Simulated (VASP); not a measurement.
# Mn3Sb2 (P-6m2) in VASP: single point with r2SCAN

Aim: the single point of Mn3Sb2 with r2SCAN.

Program: VASP 6.6.1. These are calculated values, not measurements. Logs are shortened: lines on timing, memory, paths and dates and some standing lists are left out, and cuts for length are marked.

### 1 The cell of the first run

Symmetry: P-6m2, No. 187, hexagonal system. The conventional cell has a = 4.480 Å, b = 4.480 Å, c = 5.540 Å, α = 90.00°, β = 90.00°, γ = 120.00°. Mn (site symmetry 3m) has 5 Mn at 2.65 to 2.91 Å and 6 Sb at 2.91 to 2.96 Å within 3.5 Å. Mn (site symmetry -6m2) has 5 Sb at 2.59 to 2.77 Å and 6 Mn at 2.91 Å within 3.4 Å. Within 3.8 Å of Sb (site symmetry -6m2) lie 8 Mn at 2.77 to 2.96 Å and 6 Sb at 3.79 Å. Sb (site symmetry -6m2) has 9 Mn at 2.59 to 2.91 Å within 3.4 Å.

### 2 Single point, r2SCAN, collinear spin

POSCAR

```
Mn3Sb2
1.0
    4.4797289203      0.0000000000      0.0000000000
   -2.2398644601      3.8795590470      0.0000000000
    0.0000000000      0.0000000000      5.5397664510
Mn Sb
3 2
Direct
    0.0000000000      0.0000000000      0.2611964975
    0.0000000000      0.0000000000      0.7388035025
    0.3333333333      0.6666666667      0.5000000000
    0.3333333333      0.6666666667      0.0000000000
    0.6666666667      0.3333333333      0.5000000000
```

INCAR.step1

```
SYSTEM = Mn3Sb2
ALGO = Normal
EDIFF = 1E-4
ENCUT = 520
GGA = PE
ISMEAR = 0
ISPIN = 2
LASPH = .TRUE.
LCHARG = .FALSE.
LMAXMIX = 4
LREAL = .FALSE.
LWAVE = .TRUE.
MAGMOM = 4.01 4.01 3 -0.14 0
NBANDS = 36
NELM = 150
PREC = Accurate
SIGMA = 0.1
```

INCAR.step2

```
SYSTEM = Mn3Sb2
ALGO = Normal
EDIFF = 1E-6
ENCUT = 520
ISIF = 2
ISMEAR = 0
ISPIN = 2
ISTART = 1
LASPH = .TRUE.
LCHARG = .TRUE.
LELF = .TRUE.
LMAXMIX = 4
LMIXTAU = .TRUE.
LORBIT = 11
LREAL = .FALSE.
LVHAR = .TRUE.
LWAVE = .FALSE.
MAGMOM = 4.01 4.01 3 -0.14 0
METAGGA = R2SCAN
NBANDS = 36
NELM = 150
PREC = Accurate
SIGMA = 0.1
```

KPOINTS

```
k-points
0
G
  6 6 4
  0 0 0
```

Potentials or basis: VASP PAW PBE potentials, release 64 (Mn_pv, Sb).

Command:

```console
cat potpaw_PBE.64/Mn_pv/POTCAR potpaw_PBE.64/Sb/POTCAR > POTCAR
cp INCAR.step1 INCAR
mpirun -np 1 vasp_std > vasp.out
cp INCAR.step2 INCAR
mpirun -np 1 vasp_std > vasp.out
```

OUTCAR:

```text
SYSTEM = Mn3Sb2
   EDIFF = 1E-6
   ENCUT = 520
   ISIF = 2
   ISMEAR = 0
   ISPIN = 2
   ISTART = 1
   LASPH = .TRUE.
   LORBIT = 11
   LREAL = .FALSE.
   METAGGA = R2SCAN
   NELM = 150
   PREC = Accurate

 ion  position               nearest neighbor table
   1  0.000  0.000  0.261-   2 2.65   2 2.89   5 2.91   3 2.91   3 2.91   5 2.91   5 2.91   3 2.91
                             4 2.96   4 2.96   4 2.96
   2  0.000  0.000  0.739-   1 2.65   1 2.89   3 2.91   5 2.91   3 2.91   5 2.91   5 2.91   3 2.91
                             4 2.96   4 2.96   4 2.96
   3  0.333  0.667  0.500-   5 2.59   5 2.59   5 2.59   4 2.77   4 2.77   1 2.91   2 2.91   2 2.91
                             1 2.91   2 2.91   1 2.91
   4  0.333  0.667  0.000-   3 2.77   3 2.77   1 2.96   2 2.96   1 2.96   2 2.96   1 2.96   2 2.96

   5  0.667  0.333  0.500-   3 2.59   3 2.59   3 2.59   1 2.91   2 2.91   1 2.91   2 2.91   1 2.91
                             2 2.91

  LATTYP: Found a hexagonal cell.
 ALAT       =     4.4797289203
 C/A-ratio  =     1.2366298384

  Lattice vectors:

 A1 = (   4.4797289203,   0.0000000000,   0.0000000000)
 A2 = (  -2.2398644601,   3.8795590470,   0.0000000000)
 A3 = (   0.0000000000,   0.0000000000,   5.5397664510)

Analysis of symmetry for initial positions (statically):
=====================================================================
 Subroutine PRICEL returns:
 Original cell was already a primitive cell.

 Routine SETGRP: Setting up the symmetry group for a
 hexagonal supercell.

 Subroutine GETGRP returns: Found 12 space group operations
 (whereof 12 operations were pure point group operations)
 out of a pool of 24 trial point group operations.

The static configuration has the point symmetry D_3h.

Analysis of symmetry for dynamics (positions and initial velocities):
=====================================================================
 Subroutine PRICEL returns:
 Original cell was already a primitive cell.

 Routine SETGRP: Setting up the symmetry group for a
 hexagonal supercell.

 Subroutine GETGRP returns: Found 12 space group operations
 (whereof 12 operations were pure point group operations)
 out of a pool of 24 trial point group operations.

The dynamic configuration has the point symmetry D_3h.

Analysis of structural, dynamic, and magnetic symmetry:
=====================================================================
 Subroutine PRICEL returns:
 Original cell was already a primitive cell.

 Routine SETGRP: Setting up the symmetry group for a
 hexagonal supercell.

 Subroutine GETGRP returns: Found 12 space group operations
 (whereof 12 operations were pure point group operations)
 out of a pool of 24 trial point group operations.

The overall configuration has the point symmetry D_3h.

 Subroutine INISYM returns: Found 12 space group operations
 (whereof 12 operations are pure point group operations),
 and found     1 'primitive' translations

----------------------------------------------------------------------------------------

                                     Primitive cell

  volume of cell :      96.2777

  direct lattice vectors                    reciprocal lattice vectors
     4.479728920  0.000000000  0.000000000     0.223227793  0.128880626  0.000000000
    -2.239864460  3.879559047  0.000000000     0.000000000  0.257761253  0.000000000
     0.000000000  0.000000000  5.539766451     0.000000000  0.000000000  0.180513025

  length of vectors
     4.479728920  4.479728920  5.539766451     0.257761253  0.257761253  0.180513025

  position of ions in fractional coordinates (direct lattice)
     0.000000000  0.000000000  0.261196498
     0.000000000  0.000000000  0.738803502
     0.333333333  0.666666667  0.500000000
     0.333333333  0.666666667  0.000000000
     0.666666667  0.333333333  0.500000000

  ion indices of the primitive-cell ions
   primitive index   ion index
                 1           1
                 2           2
                 3           3
                 4           4
                 5           5

----------------------------------------------------------------------------------------

 KPOINTS: k-points

Automatic generation of k-mesh.
 Grid dimensions read from file:
 generate k-points for:    6    6    4

 Generating k-lattice:

  Cartesian coordinates                     Fractional coordinates (reciprocal lattice)
     0.037204632  0.021480104  0.000000000     0.166666667  0.000000000  0.000000000
     0.000000000  0.042960209  0.000000000     0.000000000  0.166666667  0.000000000
     0.000000000  0.000000000  0.045128256     0.000000000  0.000000000  0.250000000

  Length of vectors
     0.042960209  0.042960209  0.045128256

  Shift w.r.t. Gamma in fractional coordinates (k-lattice)
     0.000000000  0.000000000  0.000000000

 Subroutine IBZKPT returns following result:
 ===========================================

 Found     21 irreducible k-points:

 Following reciprocal coordinates:
            Coordinates               Weight
  0.000000  0.000000  0.000000      1.000000
  0.166667  0.000000  0.000000      6.000000
  0.333333  0.000000  0.000000      6.000000
  0.500000  0.000000  0.000000      3.000000
  0.166667  0.166667  0.000000      6.000000
  0.333333  0.166667  0.000000     12.000000
[... 13 lines left out ...]
  0.333333  0.166667  0.500000     12.000000
  0.333333  0.333333  0.500000      2.000000
   k-points           NKPTS =     21   k-points in BZ     NKDIM =     21   number of bands    NBANDS=     36
   number of dos      NEDOS =    301   number of ions     NIONS =      5
   total plane-waves  NPLWV =  54432
   dimension x,y,z NGX =    36 NGY =   36 NGZ =   42
   dimension x,y,z NGXF=    72 NGYF=   72 NGZF=   84
   ions per type =               3   2
   NGX,Y,Z   is equivalent  to a cutoff of  13.36, 13.36, 12.60 a.u.
   NGXF,Y,Z  is equivalent  to a cutoff of  26.72, 26.72, 25.21 a.u.
 SYSTEM =  Mn3Sb2
   PREC   = accura    normal or accurate (medium, high low for compatibility)
   ISTART =      1    job   : 0-new  1-cont  2-samecut
   ICHARG =      0    charge: 1-file 2-atom 10-const
   ISPIN  =      2    spin polarized calculation?
   LNONCOLLINEAR =      F non collinear calculations
   LSORBIT =      F    spin-orbit coupling
   LASPH  =      T    aspherical Exc in radial PAW
   ENCUT  =  520.0 eV  38.22 Ry    6.18 a.u.   8.33  8.33 10.30*2*pi/ulx,y,z
   NELM   =    150;   NELMIN=  2; NELMDL=  0     # of ELM steps
   EDIFF  = 0.1E-05   stopping-criterion for ELM
   LREAL  =      F    real-space projection
   EDIFFG = 0.1E-04   stopping-criterion for IOM
   NSW    =      0    number of steps for IOM
   IBRION =     -1    ionic relax: 0-MD 1-quasi-New 2-CG
   NFREE  =      0    steps in history (QN), initial steepest desc. (CG)
   ISIF   =      2    stress and relaxation
   ISYM   =      2    0-nonsym 1-usesym 2-fastsym
   POTIM  = 0.5000    time-step for ionic-motion
   TEBEG  =    0.0;   TEEND  =   0.0 temperature during run
   PSTRESS=    0.0 pullay stress
   NELECT =      49.0000    total number of electrons
   NUPDOWN=      -1.0000    fix difference up-down
   EMIN   =  10.00;   EMAX   =-10.00  energy-range for DOS
   EFERMI =   0.00;   METHOD = LEGACY
   ISMEAR =     0;   SIGMA  =   0.10  broadening in eV -4-tet -1-fermi 0-gaus
   EFERMI_NEDOS =   21; number of points for ismear=-14 and -15
   IALGO  =     38    algorithm
   IMIX   =      4    mixing-type and parameters
     AMIX     =   0.40;   BMIX     =  1.00
     AMIX_MAG =   1.60;   BMIX_MAG =  1.00
  volume/ion in A,a.u.               =      19.26       129.94
  Fermi-wavevector in a.u.,A,eV,Ry     =   1.307068  2.470001 23.244574  1.708428
  Thomas-Fermi vector in A             =   2.437828
   LORBIT       =     11    0 simple, 1 ext, 2 COOP (PROOUT), +10 PAW based schemes
   METAGGA = R2SCAN    functional components
   LHFCALC =     F    Hartree Fock is set to
   AEXX    =    0.0000 exact exchange contribution
   IVDW    =     0    specifies the selected vdW correction
   LEPSILON=     F    determine dielectric tensor
   LRPA    =     F    only Hartree local field effects (RPA)
 spin polarized calculation
 Gauss-broadening in eV      SIGMA  =   0.10
  energy-cutoff  :      520.00
  volume of cell :       96.28
 maximum number of plane-waves:      2610
 NGX is ok and might be reduce to    36
   NGX = 17   NGY = 17   NGZ = 21

 number of electron      48.9999966 magnetization      10.5568975

 Free energy of the ion-electron system (eV)
  ---------------------------------------------------
  ext. energy  EPLUGINS =         0.00000000
  ---------------------------------------------------
  free energy    TOTEN  =       -96.10076455 eV

  energy without entropy =      -96.09372198  energy(sigma->0) =      -96.09724327

 E-fermi :   8.4227     XC(G=0): -11.7831

 val. band max:        8.4080844407   @ k =   0.0000   0.0000   0.2500
 cond. band min:       8.4294550788   @ k =   0.5000   0.0000   0.5000
 fundamental gap:      0.0213706382
 Fermi energy:         8.4227434468

 spin component 1

 k-point     1 :       0.0000    0.0000    0.0000
  band No.  band energies     occupation
      1     -44.0779      1.00000
      2     -44.0201      1.00000
      3     -44.0200      1.00000
      4     -44.0053      1.00000
      5     -44.0052      1.00000
      6     -43.9374      1.00000
[... 28 lines left out ...]
     35      12.4100      0.00000
     36      12.4100      0.00000

 k-point     2 :       0.1667    0.0000    0.0000
  band No.  band energies     occupation
      1     -44.0780      1.00000
      2     -44.0202      1.00000
      3     -44.0200      1.00000
      4     -44.0059      1.00000
      5     -44.0053      1.00000
      6     -43.9373      1.00000
[... 28 lines left out ...]
     35      13.0260      0.00000
     36      13.1901      0.00000
[... 700 lines left out ...]
     35      13.8720      0.00000
     36      14.8168      0.00000

 k-point    21 :       0.3333    0.3333    0.5000
  band No.  band energies     occupation
      1     -44.0392      1.00000
      2     -44.0174      1.00000
      3     -44.0159      1.00000
      4     -44.0113      1.00000
      5     -44.0093      1.00000
      6     -43.9767      1.00000
[... 28 lines left out ...]
     35      13.7861      0.00000
     36      14.0251      0.00000
 Fermi energy:         8.4227434468

 spin component 2

 k-point     1 :       0.0000    0.0000    0.0000
  band No.  band energies     occupation
      1     -38.9492      1.00000
      2     -38.9491      1.00000
      3     -38.9024      1.00000
      4     -38.8199      1.00000
      5     -38.7518      1.00000
      6     -38.7516      1.00000
[... 28 lines left out ...]
     35      13.1083      0.00000
     36      13.1085      0.00000

 k-point     2 :       0.1667    0.0000    0.0000
  band No.  band energies     occupation
      1     -38.9507      1.00000
      2     -38.9501      1.00000
      3     -38.9037      1.00000
      4     -38.8178      1.00000
      5     -38.7530      1.00000
      6     -38.7508      1.00000
[... 28 lines left out ...]
     35      14.3462      0.00000
     36      14.4054      0.00000
[... 700 lines left out ...]
     35      14.9035      0.00000
     36      15.9168      0.00000

 k-point    21 :       0.3333    0.3333    0.5000
  band No.  band energies     occupation
      1     -38.9557      1.00000
      2     -38.9511      1.00000
      3     -38.9076      1.00000
      4     -38.7633      1.00000
      5     -38.7543      1.00000
      6     -38.7450      1.00000
[... 28 lines left out ...]
     35      14.6241      0.00000
     36      15.5986      0.00000

------------------------ aborting loop because EDIFF is reached ----------------------------------------

  FORCE on cell =-STRESS in cart. coord.  units (eV):
  Direction    XX          YY          ZZ          XY          YZ          ZX
  --------------------------------------------------------------------------------------
  -------------------------------------------------------------------------------------
  Total        0.0802526      0.0802526      0.1412984      0.0000000      0.0000000      0.0000000
  in kB        1.3355015      1.3355015      2.3513763      0.0000000      0.0000000      0.0000000
  external PRESSURE =       1.6741264 kB  Pullay stress =       0.0000000 kB

 VOLUME and BASIS-vectors are now :
 -----------------------------------------------------------------------------
  energy-cutoff  :      520.00
  volume of cell :       96.28
      direct lattice vectors                 reciprocal lattice vectors
     4.479728920  0.000000000  0.000000000     0.223227793  0.128880626  0.000000000
    -2.239864460  3.879559047  0.000000000     0.000000000  0.257761253  0.000000000
     0.000000000  0.000000000  5.539766451     0.000000000  0.000000000  0.180513025

 POSITION                                       TOTAL-FORCE (eV/Angst)
 -----------------------------------------------------------------------------------
      0.00000      0.00000      1.44697         0.000000      0.000000     -0.057509
      0.00000      0.00000      4.09280        -0.000000      0.000000      0.057509
     -0.00000      2.58637      2.76988        -0.000000     -0.000000     -0.000000
     -0.00000      2.58637      0.00000         0.000000     -0.000000     -0.000000
      2.23986      1.29319      2.76988         0.000000     -0.000000     -0.000000
 -----------------------------------------------------------------------------------
    total drift:                                0.000029     -0.000017     -0.000000

  FREE ENERGIE OF THE ION-ELECTRON SYSTEM (eV)
  ---------------------------------------------------
  free  energy   TOTEN  =       -96.1007645530 eV

  energy  without entropy=      -96.0937219819  energy(sigma->0) =      -96.09724327

 total charge

# of ion       s       p       d       tot
------------------------------------------
    1        0.280   6.200   5.007  11.487
    2        0.280   6.200   5.007  11.487
    3        0.310   6.271   5.145  11.726
    4        1.133   1.256   0.044   2.432
    5        1.093   1.340   0.078   2.510
--------------------------------------------------
tot          3.095  21.266  15.281  39.642

 magnetization (x)

# of ion       s       p       d       tot
------------------------------------------
    1        0.023   0.027   3.754   3.803
    2        0.023   0.027   3.754   3.803
    3        0.010  -0.001   3.142   3.150
    4        0.032  -0.219   0.002  -0.184
    5        0.005  -0.142  -0.005  -0.142
--------------------------------------------------
tot          0.093  -0.309  10.647  10.431
```

Run time: 10 min. Hardware: 1 thread of Intel Xeon Platinum 8259CL at 2.50GHz (Skylake/Cascade Lake), shared host; peak memory 0.34 GiB.

Results:

| Property | Result |
| --- | --- |
| Free energy | -96.1008 eV |
| Pressure | 0.2 GPa |
| Largest force | 0.058 eV/Å |
| Net moment | 10.56 μB per cell |
| Site moments | Mn +3.80, +3.15 (each value once); Sb -0.18, -0.14 μB |
| Valence electrons inside the program's atomic spheres | Mn 11.49, 11.73 (each value once); Sb 2.43, 2.51 |

Forces on the atoms (eV/Å):
```
Mn   0.000  0.000 -0.058
Mn   0.000  0.000  0.058
Mn   0.000  0.000  0.000
Sb   0.000  0.000  0.000
Sb   0.000  0.000  0.000
```

Caveat: the PAW data sets were made with another functional, which shifts forces and pressure a little; spin-orbit coupling is left out, which moves the levels of the heavy elements.
